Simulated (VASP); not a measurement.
# CdS (F-43m) in VASP: further runs

CdS is run at these levels: PBEsol; tasks: single point.

All numbers are computed with VASP 6.6.1; they aren't measurements. Logs are shortened: lines on timing, memory, paths and dates and some standing lists are left out, and cuts for length are marked.

### Step 1. The cell of the first run

Symmetry: F-43m, No. 216, cubic system. Conventional cell: a = 5.828 Å, b = 5.828 Å, c = 5.828 Å, α = 90.00°, β = 90.00°, γ = 90.00°. Within 3.3 Å of Cd (site symmetry -43m) lie 4 S at 2.52 Å. S (site symmetry -43m) has 4 Cd at 2.52 Å within 3.3 Å.

### Step 2. Single point, PBEsol

File INCAR:

```
PREC = Accurate
ENCUT = 520
EDIFF = 1E-7
ISMEAR = 0
SIGMA = 0.05
LREAL = F
LASPH = T
NELM = 60
ALGO = Normal
ISIF = 2
LWAVE = F
LCHARG = T
GGA = PS
LELF = T
LVHAR = T
NBANDS = 16
```

File KPOINTS:

```
Automatic mesh
0
Gamma
  8 8 8
```

File POSCAR:

```
CdS
1.0
    0.0000000000      2.9138740104      2.9138740104
    2.9138740104      0.0000000000      2.9138740104
    2.9138740104      2.9138740104      0.0000000000
Cd S
1 1
Direct
    0.0000000000      0.0000000000      0.0000000000
    0.7500000000      0.7500000000      0.7500000000
```

Potentials or basis: VASP PAW PBE potentials, release 64 (Cd, S).

Command:

```
cat potpaw_PBE.64/Cd/POTCAR potpaw_PBE.64/S/POTCAR > POTCAR
mpirun -np 1 vasp_std > vasp.out
```

OUTCAR:

```text
PREC = Accurate
   ENCUT = 520
   EDIFF = 1E-7
   ISMEAR = 0
   LREAL = F
   LASPH = T
   NELM = 60
   ISIF = 2
   GGA = PS

 ion  position               nearest neighbor table
   1  0.000  0.000  0.000-   2 2.52   2 2.52   2 2.52   2 2.52
   2  0.750  0.750  0.750-   1 2.52   1 2.52   1 2.52   1 2.52

  LATTYP: Found a face centered cubic cell.
 ALAT       =     5.8277480208

  Lattice vectors:

 A1 = (   0.0000000000,   2.9138740104,   2.9138740104)
 A2 = (   2.9138740104,   0.0000000000,   2.9138740104)
 A3 = (   2.9138740104,   2.9138740104,   0.0000000000)

Analysis of symmetry for initial positions (statically):
=====================================================================
 Subroutine PRICEL returns:
 Original cell was already a primitive cell.

 Routine SETGRP: Setting up the symmetry group for a
 face centered cubic supercell.

 Subroutine GETGRP returns: Found 24 space group operations
 (whereof 24 operations were pure point group operations)
 out of a pool of 48 trial point group operations.

The static configuration has the point symmetry T_d .

Analysis of symmetry for dynamics (positions and initial velocities):
=====================================================================
 Subroutine PRICEL returns:
 Original cell was already a primitive cell.

 Routine SETGRP: Setting up the symmetry group for a
 face centered cubic supercell.

 Subroutine GETGRP returns: Found 24 space group operations
 (whereof 24 operations were pure point group operations)
 out of a pool of 48 trial point group operations.

The dynamic configuration has the point symmetry T_d .

 Subroutine INISYM returns: Found 24 space group operations
 (whereof 24 operations are pure point group operations),
 and found     1 'primitive' translations

----------------------------------------------------------------------------------------

                                     Primitive cell

  volume of cell :      49.4814

  direct lattice vectors                    reciprocal lattice vectors
     0.000000000  2.913874010  2.913874010    -0.171592869  0.171592869  0.171592869
     2.913874010  0.000000000  2.913874010     0.171592869 -0.171592869  0.171592869
     2.913874010  2.913874010  0.000000000     0.171592869  0.171592869 -0.171592869

  length of vectors
     4.120840145  4.120840145  4.120840145     0.297207567  0.297207567  0.297207567

  position of ions in fractional coordinates (direct lattice)
     0.000000000  0.000000000  0.000000000
     0.750000000  0.750000000  0.750000000

  ion indices of the primitive-cell ions
   primitive index   ion index
                 1           1
                 2           2

----------------------------------------------------------------------------------------

 KPOINTS: Automatic mesh

Automatic generation of k-mesh.
 Grid dimensions read from file:
 generate k-points for:    8    8    8

 Generating k-lattice:

  Cartesian coordinates                     Fractional coordinates (reciprocal lattice)
    -0.021449109  0.021449109  0.021449109     0.125000000  0.000000000  0.000000000
     0.021449109 -0.021449109  0.021449109     0.000000000  0.125000000  0.000000000
     0.021449109  0.021449109 -0.021449109     0.000000000  0.000000000  0.125000000

  Length of vectors
     0.037150946  0.037150946  0.037150946

  Shift w.r.t. Gamma in fractional coordinates (k-lattice)
     0.000000000  0.000000000  0.000000000

 Subroutine IBZKPT returns following result:
 ===========================================

 Found     29 irreducible k-points:

 Following reciprocal coordinates:
            Coordinates               Weight
  0.000000  0.000000  0.000000      1.000000
  0.125000  0.000000  0.000000      8.000000
  0.250000  0.000000  0.000000      8.000000
  0.375000  0.000000  0.000000      8.000000
  0.500000  0.000000  0.000000      4.000000
  0.125000  0.125000  0.000000      6.000000
[... 16 lines left out ...]
  0.500000  0.250000  0.125000     48.000000
 -0.375000  0.250000  0.125000     24.000000
 [... further k-points ...]
   k-points           NKPTS =     29   k-points in BZ     NKDIM =     29   number of bands    NBANDS=     16
   number of dos      NEDOS =    301   number of ions     NIONS =      2
   total plane-waves  NPLWV =  32768
   dimension x,y,z NGX =    32 NGY =   32 NGZ =   32
   dimension x,y,z NGXF=    64 NGYF=   64 NGZF=   64
   ions per type =               1   1
   NGX,Y,Z   is equivalent  to a cutoff of  12.91, 12.91, 12.91 a.u.
   NGXF,Y,Z  is equivalent  to a cutoff of  25.82, 25.82, 25.82 a.u.
 SYSTEM =  unknown system
   PREC   = accura    normal or accurate (medium, high low for compatibility)
   ISTART =      0    job   : 0-new  1-cont  2-samecut
   ICHARG =      2    charge: 1-file 2-atom 10-const
   ISPIN  =      1    spin polarized calculation?
   LNONCOLLINEAR =      F non collinear calculations
   LSORBIT =      F    spin-orbit coupling
   LASPH  =      T    aspherical Exc in radial PAW
   ENCUT  =  520.0 eV  38.22 Ry    6.18 a.u.   7.66  7.66  7.66*2*pi/ulx,y,z
   NELM   =     60;   NELMIN=  2; NELMDL= -5     # of ELM steps
   EDIFF  = 0.1E-06   stopping-criterion for ELM
   LREAL  =      F    real-space projection
   EDIFFG = 0.1E-05   stopping-criterion for IOM
   NSW    =      0    number of steps for IOM
   IBRION =     -1    ionic relax: 0-MD 1-quasi-New 2-CG
   NFREE  =      0    steps in history (QN), initial steepest desc. (CG)
   ISIF   =      2    stress and relaxation
   ISYM   =      2    0-nonsym 1-usesym 2-fastsym
   POTIM  = 0.5000    time-step for ionic-motion
   TEBEG  =    0.0;   TEEND  =   0.0 temperature during run
   PSTRESS=    0.0 pullay stress
   NELECT =      18.0000    total number of electrons
   NUPDOWN=      -1.0000    fix difference up-down
   EMIN   =  10.00;   EMAX   =-10.00  energy-range for DOS
   EFERMI =   0.00;   METHOD = LEGACY
   ISMEAR =     0;   SIGMA  =   0.05  broadening in eV -4-tet -1-fermi 0-gaus
   EFERMI_NEDOS =   21; number of points for ismear=-14 and -15
   IALGO  =     38    algorithm
   IMIX   =      4    mixing-type and parameters
     AMIX     =   0.40;   BMIX     =  1.00
     AMIX_MAG =   1.60;   BMIX_MAG =  1.00
  volume/ion in A,a.u.               =      24.74       166.96
  Fermi-wavevector in a.u.,A,eV,Ry     =   1.168651  2.208430 18.582096  1.365746
  Thomas-Fermi vector in A             =   2.305135
   LORBIT       =      0    0 simple, 1 ext, 2 COOP (PROOUT), +10 PAW based schemes
   GGA     = PS    functional components
   LHFCALC =     F    Hartree Fock is set to
   AEXX    =    0.0000 exact exchange contribution
   IVDW    =     0    specifies the selected vdW correction
   LEPSILON=     F    determine dielectric tensor
   LRPA    =     F    only Hartree local field effects (RPA)
 non-spin polarized calculation
 Gauss-broadening in eV      SIGMA  =   0.05
  energy-cutoff  :      520.00
  volume of cell :       49.48
 maximum number of plane-waves:      1363
   NGX = 15   NGY = 15   NGZ = 15

 number of electron      18.0000004 magnetization

 Free energy of the ion-electron system (eV)
  ---------------------------------------------------
  ext. energy  EPLUGINS =         0.00000000
  ---------------------------------------------------
  free energy    TOTEN  =        -6.81332267 eV

  energy without entropy =       -6.81332267  energy(sigma->0) =       -6.81332267

 E-fermi :   1.4899     XC(G=0):  -9.3909

 val. band max:        1.2351068552   @ k =   0.0000   0.0000   0.0000
 cond. band min:       2.2489981384   @ k =   0.0000   0.0000   0.0000
 fundamental gap:      1.0138912832
 Fermi energy:         1.4898552007

 k-point     1 :       0.0000    0.0000    0.0000
  band No.  band energies     occupation
      1     -11.1664      2.00000
      2      -6.5040      2.00000
      3      -6.5040      2.00000
      4      -6.5040      2.00000
      5      -6.0120      2.00000
      6      -6.0120      2.00000
[... 8 lines left out ...]
     15      12.6853      0.00000
     16      12.6853      0.00000

 k-point     2 :       0.1250    0.0000    0.0000
  band No.  band energies     occupation
      1     -11.1021      2.00000
      2      -6.4810      2.00000
      3      -6.4810      2.00000
      4      -6.4515      2.00000
      5      -6.0132      2.00000
      6      -6.0132      2.00000
[... 8 lines left out ...]
     15      12.0477      0.00000
     16      13.0374      0.00000

 k-point     3 :       0.2500    0.0000    0.0000
  band No.  band energies     occupation
      1     -10.9460      2.00000
      2      -6.4312      2.00000
      3      -6.4312      2.00000
      4      -6.2599      2.00000
      5      -6.0079      2.00000
      6      -6.0079      2.00000
[... 8 lines left out ...]
     15      11.8011      0.00000
     16      12.3556      0.00000

 k-point     4 :       0.3750    0.0000    0.0000
  band No.  band energies     occupation
      1     -10.7896      2.00000
      2      -6.3929      2.00000
      3      -6.3929      2.00000
      4      -5.9875      2.00000
      5      -5.9875      2.00000
      6      -5.8983      2.00000
[... 8 lines left out ...]
     15      12.6708      0.00000
     16      12.6708      0.00000

 k-point     5 :       0.5000    0.0000    0.0000
  band No.  band energies     occupation
      1     -10.7252      2.00000
      2      -6.3813      2.00000
      3      -6.3813      2.00000
      4      -5.9737      2.00000
      5      -5.9737      2.00000
      6      -5.6288      2.00000
[... 8 lines left out ...]
     15      13.7467      0.00000
     16      13.7467      0.00000

 k-point     6 :       0.1250    0.1250    0.0000
  band No.  band energies     occupation
      1     -11.0809      2.00000
      2      -6.4627      2.00000
      3      -6.4591      2.00000
      4      -6.4591      2.00000
      5      -6.0289      2.00000
      6      -5.9990      2.00000
[... 8 lines left out ...]
     15      12.7874      0.00000
     16      13.7025      0.00000

 k-point     7 :       0.2500    0.1250    0.0000
  band No.  band energies     occupation
      1     -10.9557      2.00000
      2      -6.4291      2.00000
      3      -6.4056      2.00000
      4      -6.3235      2.00000
      5      -6.0323      2.00000
      6      -5.9864      2.00000
[... 8 lines left out ...]
     15      12.6451      0.00000
     16      13.7779      0.00000

 k-point     8 :       0.3750    0.1250    0.0000
  band No.  band energies     occupation
      1     -10.8001      2.00000
      2      -6.3893      2.00000
      3      -6.3608      2.00000
      4      -6.0966      2.00000
      5      -5.9714      2.00000
      6      -5.9313      2.00000
[... 8 lines left out ...]
     15      13.1742      0.00000
     16      13.2413      0.00000

 k-point     9 :       0.5000    0.1250    0.0000
  band No.  band energies     occupation
      1     -10.7061      2.00000
      2      -6.3695      2.00000
      3      -6.3465      2.00000
      4      -6.0172      2.00000
      5      -5.9702      2.00000
      6      -5.6190      2.00000
[... 8 lines left out ...]
     15      13.5175      0.00000
     16      13.7806      0.00000
[... 172 lines left out ...]
 k-point    19 :       0.5000    0.3750    0.0000
  band No.  band energies     occupation
      1     -10.6098      2.00000
      2      -6.2882      2.00000
      3      -6.1786      2.00000
      4      -6.1587      2.00000
      5      -5.9367      2.00000
      6      -5.5752      2.00000
[... 8 lines left out ...]
     15      13.9085      0.00000
     16      14.8581      0.00000

 k-point    20 :      -0.3750    0.3750    0.0000
  band No.  band energies     occupation
      1     -10.6020      2.00000
      2      -6.3050      2.00000
      3      -6.2048      2.00000
      4      -6.1062      2.00000
      5      -5.9665      2.00000
      6      -5.4265      2.00000
[... 8 lines left out ...]
     15      13.1984      0.00000
     16      15.4311      0.00000

 k-point    21 :       0.5000    0.5000    0.0000
  band No.  band energies     occupation
      1     -10.5891      2.00000
      2      -6.2920      2.00000
      3      -6.1470      2.00000
      4      -6.1470      2.00000
      5      -5.9225      2.00000
      6      -5.5655      2.00000
[... 8 lines left out ...]
     15      13.5864      0.00000
     16      14.6945      0.00000

 k-point    22 :       0.3750    0.2500    0.1250
  band No.  band energies     occupation
      1     -10.8313      2.00000
      2      -6.3789      2.00000
      3      -6.3517      2.00000
      4      -6.1907      2.00000
      5      -6.0069      2.00000
      6      -5.9518      2.00000
[... 8 lines left out ...]
     15      13.1959      0.00000
     16      14.9701      0.00000

 k-point    23 :       0.5000    0.2500    0.1250
  band No.  band energies     occupation
      1     -10.7083      2.00000
      2      -6.3424      2.00000
      3      -6.3154      2.00000
      4      -6.0829      2.00000
      5      -5.9782      2.00000
      6      -5.7226      2.00000
[... 8 lines left out ...]
     15      13.9669      0.00000
     16      14.2836      0.00000

 k-point    24 :      -0.3750    0.2500    0.1250
  band No.  band energies     occupation
      1     -10.6581      2.00000
      2      -6.3379      2.00000
      3      -6.2979      2.00000
      4      -6.0403      2.00000
      5      -5.9852      2.00000
      6      -5.5118      2.00000
[... 8 lines left out ...]
     15      13.4288      0.00000
     16      14.3636      0.00000

 [... further k-points ...]

------------------------ aborting loop because EDIFF is reached ----------------------------------------

  FORCE on cell =-STRESS in cart. coord.  units (eV):
  Direction    XX          YY          ZZ          XY          YZ          ZX
  --------------------------------------------------------------------------------------
  -------------------------------------------------------------------------------------
  Total        0.0892430      0.0892430      0.0892430      0.0000000     -0.0000000      0.0000000
  in kB        2.8896326      2.8896326      2.8896326      0.0000000     -0.0000000      0.0000000
  external PRESSURE =       2.8896326 kB  Pullay stress =       0.0000000 kB

 VOLUME and BASIS-vectors are now :
 -----------------------------------------------------------------------------
  energy-cutoff  :      520.00
  volume of cell :       49.48
      direct lattice vectors                 reciprocal lattice vectors
     0.000000000  2.913874010  2.913874010    -0.171592869  0.171592869  0.171592869
     2.913874010  0.000000000  2.913874010     0.171592869 -0.171592869  0.171592869
     2.913874010  2.913874010  0.000000000     0.171592869  0.171592869 -0.171592869

 POSITION                                       TOTAL-FORCE (eV/Angst)
 -----------------------------------------------------------------------------------
      0.00000      0.00000      0.00000         0.000000      0.000000      0.000000
      4.37081      4.37081      4.37081        -0.000000     -0.000000     -0.000000
 -----------------------------------------------------------------------------------
    total drift:                                0.000000      0.000000      0.000000

  FREE ENERGIE OF THE ION-ELECTRON SYSTEM (eV)
  ---------------------------------------------------
  free  energy   TOTEN  =        -6.8133226657 eV

  energy  without entropy=       -6.8133226657  energy(sigma->0) =       -6.81332267
```

Run time: 26 s. Hardware: 1 thread of AMD EPYC 7R43 (Zen 3), shared host; peak memory 0.14 GiB.

Results:

```yaml
Free_energy: -6.8133 eV
Pressure: 0.3 GPa
Band_gap_on_the_k_mesh: 1.01 eV, direct
```

Caveat: the PAW data sets were made with another functional, which shifts forces and pressure a little. As with any semilocal functional, this PBEsol gap is likely too small.

(Part 1 of 2 ends here.)
